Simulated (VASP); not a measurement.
# C (R-3m) in VASP: notebook

The runs below take C through single point, with PBEsol.

All numbers are computed with VASP 6.6.1; they aren't measurements. Logs are shortened: lines on timing, memory, paths and dates and some standing lists are left out, and cuts for length are marked.

## (1) The cell of the first run

It takes space group R-3m (No. 166, trigonal). Conventional cell: a = 2.482 Å, b = 2.482 Å, c = 30.123 Å, α = 90.00°, β = 90.00°, γ = 120.00°. C (site symmetry 3m) has 4 C at 1.50 to 1.52 Å within 2.0 Å. C (site symmetry 3m) has 4 C at 1.50 to 1.52 Å within 2.0 Å. Within 2.0 Å of C (site symmetry 3m) lie 4 C at 1.50 to 1.52 Å. Within 2.0 Å of C (site symmetry 3m) lie 4 C at 1.52 Å. C (site symmetry 3m) has 4 C at 1.52 Å within 2.0 Å.

## (2) Single point, PBEsol

Contents of INCAR:

```
PREC = Accurate ; ENCUT = 520
EDIFF = 1E-7 ; ISMEAR = 0
SIGMA = 0.05 ; LREAL = F
LASPH = T ; NELM = 80
ALGO = Normal ; ISIF = 2
LWAVE = F ; LCHARG = F
GGA = PS ; NBANDS = 31
```

Contents of KPOINTS:

```
regular mesh
0
Gamma
  12 12 12
```

Contents of POSCAR:

```
C
1.0
    1.2408500000      0.7164050815     10.0411333333
   -1.2408500000      0.7164050815     10.0411333333
    0.0000000000     -1.4328101630     10.0411333333
C
10
Direct
    0.0248220069      0.0248220069      0.0248220069
    0.9751779931      0.9751779931      0.9751779931
    0.1086877374      0.1086877374      0.1086877374
    0.8913122626      0.8913122626      0.8913122626
    0.1583652898      0.1583652898      0.1583652898
    0.8416347102      0.8416347102      0.8416347102
    0.3748635523      0.3748635523      0.3748635523
    0.6251364477      0.6251364477      0.6251364477
    0.4253181912      0.4253181912      0.4253181912
    0.5746818088      0.5746818088      0.5746818088
```

Potentials or basis: VASP PAW PBE potentials, release 64 (C).

Run with:

```sh
$ cat potpaw_PBE.64/C/POTCAR > POTCAR
$ mpirun -np 1 vasp_std > vasp.out
```

OUTCAR:

```text
PREC = Accurate
   ENCUT = 520
   EDIFF = 1E-7
   ISMEAR = 0
   LREAL = F
   LASPH = T
   NELM = 80
   ISIF = 2
   GGA = PS

 ion  position               nearest neighbor table
   1  0.025  0.025  0.025-   2 1.50   7 1.52   7 1.52   7 1.52
   2  0.975  0.975  0.975-   1 1.50   8 1.52   8 1.52   8 1.52
   3  0.109  0.109  0.109-   5 1.50   9 1.52   9 1.52   9 1.52
   4  0.891  0.891  0.891-   6 1.50  10 1.52  10 1.52  10 1.52
   5  0.158  0.158  0.158-   3 1.50   6 1.52   6 1.52   6 1.52
   6  0.842  0.842  0.842-   4 1.50   5 1.52   5 1.52   5 1.52
   7  0.375  0.375  0.375-   1 1.52   1 1.52   1 1.52   9 1.52
   8  0.625  0.625  0.625-   2 1.52   2 1.52   2 1.52  10 1.52
   9  0.425  0.425  0.425-   3 1.52   3 1.52   3 1.52   7 1.52
  10  0.575  0.575  0.575-   4 1.52   4 1.52   4 1.52   8 1.52

  LATTYP: Found a trigonal (rhomboedric) cell.
 ALAT       =    10.1428449451
 COS(alpha) =     0.9700670863

  Lattice vectors:

 A1 = (   1.2408500000,   0.7164050815,  10.0411333333)
 A2 = (  -1.2408500000,   0.7164050815,  10.0411333333)
 A3 = (   0.0000000000,  -1.4328101630,  10.0411333333)

Analysis of symmetry for initial positions (statically):
=====================================================================
 Subroutine PRICEL returns:
 Original cell was already a primitive cell.

 Routine SETGRP: Setting up the symmetry group for a
 trigonal (rhombohedral) supercell.

 Subroutine GETGRP returns: Found 12 space group operations
 (whereof 12 operations were pure point group operations)
 out of a pool of 12 trial point group operations.

The static configuration has the point symmetry D_3d.

Analysis of symmetry for dynamics (positions and initial velocities):
=====================================================================
 Subroutine PRICEL returns:
 Original cell was already a primitive cell.

 Routine SETGRP: Setting up the symmetry group for a
 trigonal (rhombohedral) supercell.

 Subroutine GETGRP returns: Found 12 space group operations
 (whereof 12 operations were pure point group operations)
 out of a pool of 12 trial point group operations.

The dynamic configuration has the point symmetry D_3d.

 Subroutine INISYM returns: Found 12 space group operations
 (whereof 12 operations are pure point group operations),
 and found     1 'primitive' translations

----------------------------------------------------------------------------------------

                                     Primitive cell

  volume of cell :      53.5565

  direct lattice vectors                    reciprocal lattice vectors
     1.240850000  0.716405082 10.041133333     0.402949591  0.232643055  0.033196784
    -1.240850000  0.716405082 10.041133333    -0.402949591  0.232643055  0.033196784
     0.000000000 -1.432810163 10.041133333     0.000000000 -0.465286110  0.033196784

  length of vectors
    10.142844945 10.142844945 10.142844945     0.466468852  0.466468852  0.466468852

  position of ions in fractional coordinates (direct lattice)
     0.024822007  0.024822007  0.024822007
     0.975177993  0.975177993  0.975177993
     0.108687737  0.108687737  0.108687737
     0.891312263  0.891312263  0.891312263
     0.158365290  0.158365290  0.158365290
     0.841634710  0.841634710  0.841634710
     0.374863552  0.374863552  0.374863552
     0.625136448  0.625136448  0.625136448
     0.425318191  0.425318191  0.425318191
     0.574681809  0.574681809  0.574681809

  ion indices of the primitive-cell ions
   primitive index   ion index
                 1           1
                 2           2
                 3           3
                 4           4
                 5           5
                 6           6
                 7           7
                 8           8
                 9           9
                10          10

----------------------------------------------------------------------------------------

 KPOINTS: regular mesh

Automatic generation of k-mesh.
 Grid dimensions read from file:
 generate k-points for:   12   12   12

 Generating k-lattice:

  Cartesian coordinates                     Fractional coordinates (reciprocal lattice)
     0.033579133  0.019386921  0.002766399     0.083333333  0.000000000 -0.000000000
    -0.033579133  0.019386921  0.002766399     0.000000000  0.083333333 -0.000000000
     0.000000000 -0.038773842  0.002766399    -0.000000000 -0.000000000  0.083333333

  Length of vectors
     0.038872404  0.038872404  0.038872404

  Shift w.r.t. Gamma in fractional coordinates (k-lattice)
     0.000000000  0.000000000  0.000000000

 Subroutine IBZKPT returns following result:
 ===========================================

 Found    189 irreducible k-points:

 Following reciprocal coordinates:
            Coordinates               Weight
  0.000000  0.000000  0.000000      1.000000
  0.083333 -0.000000  0.000000      6.000000
  0.166667  0.000000 -0.000000      6.000000
  0.250000  0.000000 -0.000000      6.000000
  0.333333  0.000000 -0.000000      6.000000
  0.416667 -0.000000  0.000000      6.000000
[... 16 lines left out ...]
  0.500000  0.166667  0.000000     12.000000
 -0.416667  0.166667  0.000000     12.000000
 [... further k-points ...]
   k-points           NKPTS =    189   k-points in BZ     NKDIM =    189   number of bands    NBANDS=     31
   number of dos      NEDOS =    301   number of ions     NIONS =     10
   total plane-waves  NPLWV = 512000
   dimension x,y,z NGX =    80 NGY =   80 NGZ =   80
   dimension x,y,z NGXF=   160 NGYF=  160 NGZF=  160
   ions per type =              10
   NGX,Y,Z   is equivalent  to a cutoff of  13.11, 13.11, 13.11 a.u.
   NGXF,Y,Z  is equivalent  to a cutoff of  26.22, 26.22, 26.22 a.u.
 SYSTEM =  unknown system
   PREC   = accura    normal or accurate (medium, high low for compatibility)
   ISTART =      0    job   : 0-new  1-cont  2-samecut
   ICHARG =      2    charge: 1-file 2-atom 10-const
   ISPIN  =      1    spin polarized calculation?
   LNONCOLLINEAR =      F non collinear calculations
   LSORBIT =      F    spin-orbit coupling
   LASPH  =      T    aspherical Exc in radial PAW
   ENCUT  =  520.0 eV  38.22 Ry    6.18 a.u.  18.86 18.86 18.86*2*pi/ulx,y,z
   NELM   =     80;   NELMIN=  2; NELMDL= -5     # of ELM steps
   EDIFF  = 0.1E-06   stopping-criterion for ELM
   LREAL  =      F    real-space projection
   EDIFFG = 0.1E-05   stopping-criterion for IOM
   NSW    =      0    number of steps for IOM
   IBRION =     -1    ionic relax: 0-MD 1-quasi-New 2-CG
   NFREE  =      0    steps in history (QN), initial steepest desc. (CG)
   ISIF   =      2    stress and relaxation
   ISYM   =      2    0-nonsym 1-usesym 2-fastsym
   POTIM  = 0.5000    time-step for ionic-motion
   TEBEG  =    0.0;   TEEND  =   0.0 temperature during run
   PSTRESS=    0.0 pullay stress
   NELECT =      40.0000    total number of electrons
   NUPDOWN=      -1.0000    fix difference up-down
   EMIN   =  10.00;   EMAX   =-10.00  energy-range for DOS
   EFERMI =   0.00;   METHOD = LEGACY
   ISMEAR =     0;   SIGMA  =   0.05  broadening in eV -4-tet -1-fermi 0-gaus
   EFERMI_NEDOS =   21; number of points for ismear=-14 and -15
   IALGO  =     38    algorithm
   IMIX   =      4    mixing-type and parameters
     AMIX     =   0.40;   BMIX     =  1.00
     AMIX_MAG =   1.60;   BMIX_MAG =  1.00
  volume/ion in A,a.u.               =       5.36        36.14
  Fermi-wavevector in a.u.,A,eV,Ry     =   1.485334  2.806875 30.017415  2.206218
  Thomas-Fermi vector in A             =   2.598759
   LORBIT       =      0    0 simple, 1 ext, 2 COOP (PROOUT), +10 PAW based schemes
   GGA     = PS    functional components
   LHFCALC =     F    Hartree Fock is set to
   AEXX    =    0.0000 exact exchange contribution
   IVDW    =     0    specifies the selected vdW correction
   LEPSILON=     F    determine dielectric tensor
   LRPA    =     F    only Hartree local field effects (RPA)
 non-spin polarized calculation
 Gauss-broadening in eV      SIGMA  =   0.05
  energy-cutoff  :      520.00
  volume of cell :       53.56
 maximum number of plane-waves:      1463
 NGX is ok and might be reduce to    80
   NGX = 37   NGY = 37   NGZ = 37

 number of electron      40.0000003 magnetization

 Free energy of the ion-electron system (eV)
  ---------------------------------------------------
  ext. energy  EPLUGINS =         0.00000000
  ---------------------------------------------------
  free energy    TOTEN  =       -95.93324017 eV

  energy without entropy =      -95.93324017  energy(sigma->0) =      -95.93324017

 E-fermi :  10.9791     XC(G=0): -13.7150

 val. band max:       10.6820623624   @ k =   0.0000   0.0000   0.0000
 cond. band min:      15.0125016173   @ k =  -0.3333  -0.3333   0.0833
 fundamental gap:      4.3304392549
 Fermi energy:        10.9791450708

 k-point     1 :       0.0000    0.0000    0.0000
  band No.  band energies     occupation
      1     -11.7641      2.00000
      2     -10.6325      2.00000
      3     -10.5632      2.00000
      4      -7.2185      2.00000
      5      -7.1967      2.00000
      6      -1.3451      2.00000
[... 23 lines left out ...]
     30      19.3759      0.00000
     31      19.3779      0.00000

 k-point     2 :       0.0833   -0.0000    0.0000
  band No.  band energies     occupation
      1     -11.5865      2.00000
      2     -10.4949      2.00000
      3     -10.3490      2.00000
      4      -7.1601      2.00000
      5      -6.9207      2.00000
      6      -1.3560      2.00000
[... 23 lines left out ...]
     30      19.3355      0.00000
     31      19.8628      0.00000

 k-point     3 :       0.1667    0.0000   -0.0000
  band No.  band energies     occupation
      1     -11.0551      2.00000
      2     -10.0283      2.00000
      3      -9.7639      2.00000
      4      -6.7769      2.00000
      5      -6.3066      2.00000
      6      -1.0855      2.00000
[... 703 lines left out ...]
     30      21.6855      0.00000
     31      21.8880      0.00000

 k-point    24 :      -0.4167    0.1667    0.0000
  band No.  band energies     occupation
      1      -5.5721      2.00000
      2      -5.2133      2.00000
      3      -4.7811      2.00000
      4      -3.8953      2.00000
      5      -3.6899      2.00000
      6      -2.8581      2.00000
[... 23 lines left out ...]
     30      21.6872      0.00000
     31      21.9792      0.00000

 [... further k-points ...]

------------------------ aborting loop because EDIFF is reached ----------------------------------------

  FORCE on cell =-STRESS in cart. coord.  units (eV):
  Direction    XX          YY          ZZ          XY          YZ          ZX
  --------------------------------------------------------------------------------------
  -------------------------------------------------------------------------------------
  Total        5.6229648      5.6229648     13.5831403      0.0000000      0.0000000      0.0000000
  in kB      168.2147293    168.2147293    406.3486697      0.0000000      0.0000000      0.0000000
  external PRESSURE =     247.5927094 kB  Pullay stress =       0.0000000 kB

 VOLUME and BASIS-vectors are now :
 -----------------------------------------------------------------------------
  energy-cutoff  :      520.00
  volume of cell :       53.56
      direct lattice vectors                 reciprocal lattice vectors
     1.240850000  0.716405082 10.041133333     0.402949591  0.232643055  0.033196784
    -1.240850000  0.716405082 10.041133333    -0.402949591  0.232643055  0.033196784
     0.000000000 -1.432810163 10.041133333     0.000000000 -0.465286110  0.033196784

 POSITION                                       TOTAL-FORCE (eV/Angst)
 -----------------------------------------------------------------------------------
      0.00000      0.00000      0.74772         0.000000      0.000000      0.096674
      0.00000      0.00000     29.37568         0.000000     -0.000000     -0.096674
      0.00000      0.00000      3.27404         0.000000     -0.000000     -0.091493
      0.00000      0.00000     26.84936         0.000000      0.000000      0.091493
      0.00000      0.00000      4.77050         0.000000      0.000000      0.150816
      0.00000      0.00000     25.35290         0.000000      0.000000     -0.150816
      0.00000      0.00000     11.29216         0.000000     -0.000000     -0.095275
      0.00000      0.00000     18.83124         0.000000     -0.000000      0.095275
      0.00000      0.00000     12.81203         0.000000      0.000000      0.097373
      0.00000      0.00000     17.31137         0.000000     -0.000000     -0.097373
 -----------------------------------------------------------------------------------
    total drift:                                0.000000      0.000000     -0.000000

  FREE ENERGIE OF THE ION-ELECTRON SYSTEM (eV)
  ---------------------------------------------------
  free  energy   TOTEN  =       -95.9332401738 eV

  energy  without entropy=      -95.9332401738  energy(sigma->0) =      -95.93324017
```

It took 40 min on 1 thread of Intel Xeon 6975P-C (Granite Rapids), shared host; peak memory 0.95 GiB.

Results:

| Item | Value |
| --- | --- |
| Free energy | -95.9332 eV |
| Pressure | 24.8 GPa |
| Largest force | 0.151 eV/Å |
| Band gap on the k mesh | 4.33 eV (least direct gap 5.23 eV) |

Forces in eV/Å, atoms in the order of the input:
```
C    0.000  0.000  0.097
C    0.000  0.000 -0.097
C    0.000  0.000 -0.091
C    0.000  0.000  0.091
C    0.000  0.000  0.151
C    0.000  0.000 -0.151
C    0.000  0.000 -0.095
C    0.000  0.000  0.095
C    0.000  0.000  0.097
C    0.000  0.000 -0.097
```

Caveat: the stress differs along the axes, from 17 to 41 GPa; the PAW data sets were made with another functional, which shifts forces and pressure a little.

## (3) Single point, PBEsol

This run uses another cell than the first one, of 5.37 Å³/atom.

Contents of INCAR:

```
PREC     = Accurate       # precision mode
ENCUT    = 520            # plane-wave cutoff, eV
EDIFF    = 1E-7           # SCF threshold, eV
ISMEAR   = 0              # smearing method
SIGMA    = 0.05           # smearing width, eV
LREAL    = False          # projectors in reciprocal space
LASPH    = True           # aspherical terms in the spheres
NELM     = 80             # most SCF steps
ALGO     = Normal         # electronic algorithm
ISIF     = 2              # what is computed and relaxed
LWAVE    = False          # write WAVECAR
LCHARG   = True           # write CHGCAR
GGA      = PS             # functional
LELF     = True           # ELF
LVHAR    = True         
NBANDS   = 31             # bands
```

Contents of KPOINTS:

```
Automatic mesh
0
Gamma
  12 12 12
```

Edit POSCAR of step 2 so:

```diff
@@ -2,5 +2,5 @@
 1.0
-    1.2408500000      0.7164050815     10.0411333333
-   -1.2408500000      0.7164050815     10.0411333333
-    0.0000000000     -1.4328101630     10.0411333333
+    1.2784500000      0.7381134516      9.4909333333
+   -1.2784500000      0.7381134516      9.4909333333
+    0.0000000000     -1.4762269033      9.4909333333
 C
```

Potentials or basis: VASP PAW PBE potentials, release 64 (C).

Run with:

```sh
$ cat potpaw_PBE.64/C/POTCAR > POTCAR
$ mpirun -np 1 vasp_std > vasp.out
```

It took 37 min on 1 thread of Intel Xeon 6975P-C (Granite Rapids), shared host; peak memory 0.81 GiB.

The run converged. Its results:

- Free energy: -94.2842 eV
- Pressure: 30.3 GPa
- Largest force: 1.565 eV/Å
- Band gap on the k mesh: 3.04 eV (least direct gap 4.12 eV)

Forces on the atoms (eV/Å):
```
C    0.000  0.000  1.175
C    0.000  0.000 -1.175
C    0.000  0.000 -1.152
C    0.000  0.000  1.152
C    0.000  0.000  1.565
C    0.000  0.000 -1.565
C    0.000  0.000 -1.438
C    0.000  0.000  1.438
C    0.000  0.000  1.441
C    0.000  0.000 -1.441
```

Stress tensor (GPa, compression positive):
```
-20.80   0.00   0.00
  0.00 -20.80   0.00
  0.00   0.00 132.44
```

Levels at points of the mesh, in eV from the valence-band top:
```tsv
k point	band 17	band 18	band 19	band 20	band 21	band 22	band 23	band 24
(0.00, 0.00, 0.00)	-2.04	-0.60	0.00	0.00	4.12	4.12	6.09	6.09
(0.50, 0.00, 0.00)	-4.93	-4.86	-3.64	-2.63	3.33	3.38	5.71	5.98
(0.50, 0.50, 0.00)	-4.26	-4.19	-3.43	-3.40	3.04	4.22	4.40	6.87
(0.50, 0.50, 0.50)	-0.82	-0.82	-0.75	-0.75	4.90	4.90	5.06	5.06
```

Caveat: the stress differs along the axes, from -21 to 132 GPa; the PAW data sets were made with another functional, which shifts forces and pressure a little. A k mesh can miss the band edges.

## (4) Single point, PBEsol

This run uses another cell than the first one, of 5.39 Å³/atom.

Contents of INCAR:

```
SYSTEM = C
PREC = Accurate ; ENCUT = 520
EDIFF = 1E-6 ; ISMEAR = 0
SIGMA = 0.05 ; LREAL = .False.
LASPH = .True. ; NELM = 100
ALGO = Normal ; ISIF = 2
LWAVE = .False. ; LCHARG = .False.
GGA = PS ; NBANDS = 31
```

Contents of KPOINTS:

```
regular mesh
0
Gamma
  12 12 12
  0 0 0
```

Edit POSCAR of step 3 so:

```diff
@@ -2,5 +2,5 @@
 1.0
-    1.2784500000      0.7381134516      9.4909333333
-   -1.2784500000      0.7381134516      9.4909333333
-    0.0000000000     -1.4762269033      9.4909333333
+    1.2283500000      0.7091882032     10.3162177860
+   -1.2283500000      0.7091882032     10.3162177860
+    0.0000000000     -1.4183764063     10.3162177860
 C
```

Run with:

```sh
$ cat potpaw_PBE.64/C/POTCAR > POTCAR
$ mpirun -np 1 vasp_std > vasp.out
```

Wall time 35 min (1 thread of Intel Xeon 6975P-C (Granite Rapids), shared host); peak memory 0.95 GiB.

It converged, with:

```
Free energy            : -95.9694 eV
Pressure               : 21.1 GPa
Largest force          : 0.151 eV/Å
Band gap on the k mesh : 4.60 eV (least direct gap 5.06 eV)
```

Forces in eV/Å, atoms in the order of the input:
```
C    0.000  0.000 -0.100
C    0.000  0.000  0.100
C    0.000  0.000  0.098
C    0.000  0.000 -0.098
C    0.000  0.000 -0.135
C    0.000  0.000  0.135
C    0.000  0.000  0.150
C    0.000  0.000 -0.150
C    0.000  0.000 -0.151
C    0.000  0.000  0.151
```

Stress tensor (GPa, compression positive):
```
30.11  0.00  0.00
 0.00 30.11  0.00
 0.00  0.00  3.21
```

Levels at points of the mesh, in eV from the valence-band top:
```tsv
k point	band 18	band 19	band 20	band 21	band 22	band 23
(0.00, 0.00, 0.00)	-0.23	0.00	0.00	5.06	5.64	5.64
(0.50, 0.00, 0.00)	-4.63	-3.80	-3.18	5.07	5.07	5.96
(0.50, 0.50, 0.00)	-4.34	-3.65	-3.64	4.87	5.17	5.72
(0.50, 0.50, 0.50)	-0.45	-0.41	-0.41	6.11	6.11	6.22
```

Caveat: the stress differs along the axes, from 3 to 30 GPa; the PAW data sets were made with another functional, which shifts forces and pressure a little. A k mesh can miss the band edges.

## (5) Summary

| cell | gap on the mesh (eV) | pressure (GPa) | largest force (eV/Å) |
| --- | --- | --- | --- |
| a = 10.143 Å, angles 14.1°, 10 atoms | 4.33 | 24.8 | 0.15 |
| a = 9.605 Å, angles 15.3°, 10 atoms | 3.04 | 30.3 | 1.57 |
| a = 10.413 Å, angles 13.5°, 10 atoms | 4.60 | 21.1 | 0.15 |

Alike in all rows: task single point; level PBEsol; potentials or basis VASP PAW PBE potentials, release 64 (C); no spin polarisation; k mesh 12 × 12 × 12; cutoff (eV) 520; smearing gaussian 0.05 eV.

Caveats: the PAW data sets were made with another functional, which shifts forces and pressure a little; the stress differs along the axes, from 17 to 41 GPa (at least some runs); the stress differs along the axes, from -21 to 132 GPa (at least some runs); the stress differs along the axes, from 3 to 30 GPa (at least some runs).

Total energies depend on the potentials used, so only differences within one code and one set of settings carry meaning.
